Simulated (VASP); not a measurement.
**ScAl3As4: single point with PBE**

ScAl3As4:

```xyz
8
Lattice="4.1440 0.0000 0.0000 -2.0720 3.5888 0.0000 0.0000 0.0000 13.8048" Properties=species:S:1:pos:R:3 pbc="T T T"
Sc    0.0000    0.0000    1.1248
Al    0.0000    0.0000    4.3965
Al    2.0720    1.1963    7.8008
Al    0.0000    2.3925   11.2058
As    2.0720    1.1963    3.3435
As    0.0000    0.0000    6.9298
As    2.0720    1.1963   10.3313
As    0.0000    2.3925   13.7176
```

* Program: VASP 6.6.1
* Task: single point
* Functional: PBE
* Potentials or basis: VASP PAW PBE potentials, release 64 (Sc_sv, Al, As)
* Cutoff: 520 eV
* k mesh: 12 × 12 × 2
* Occupations: gaussian, width 0.02 eV
* Spin: no spin polarisation
* Dipole correction: no
* Further INCAR settings: ALGO = Normal; EDIFF = 1e-07; NBANDS = 30

```json
{
 "Pressure": "-4.9 GPa",
 "Largest force": "0.020 eV/Å",
 "Band gap on the k mesh": "0.73 eV (least direct gap 0.80 eV)"
}
```

Forces in eV/Å, atoms in the order of the input:
```
Sc   0.000  0.000  0.020
Al   0.000  0.000 -0.004
Al   0.000  0.000 -0.002
Al   0.000  0.000 -0.004
As   0.000  0.000 -0.001
As   0.000  0.000  0.003
As   0.000  0.000  0.002
As   0.000  0.000 -0.013
```

Levels at points of the mesh, in eV from the valence-band top:
```tsv
k point	band 17	band 18	band 19	band 20	band 21	band 22	band 23	band 24
(0.00, 0.00, 0.00)	-0.41	-0.21	0.00	0.00	0.80	1.37	1.84	1.93
(0.50, 0.00, 0.00)	-1.29	-1.18	-1.14	-0.35	0.98	1.45	1.72	2.24
(0.00, 0.00, 0.50)	-0.26	-0.26	-0.08	-0.08	0.73	1.82	1.93	1.93
(0.50, 0.00, 0.50)	-1.59	-1.45	-1.22	-0.33	0.99	1.77	1.87	2.30
```

Wall time 8.6 min on 1 thread of Intel Xeon 8259CL (shared host), peak memory 0.48 GiB.

Caveat: the cell stands under tension; semilocal functionals underestimate gaps, and a narrow one can read as zero. A k mesh can miss the band edges.
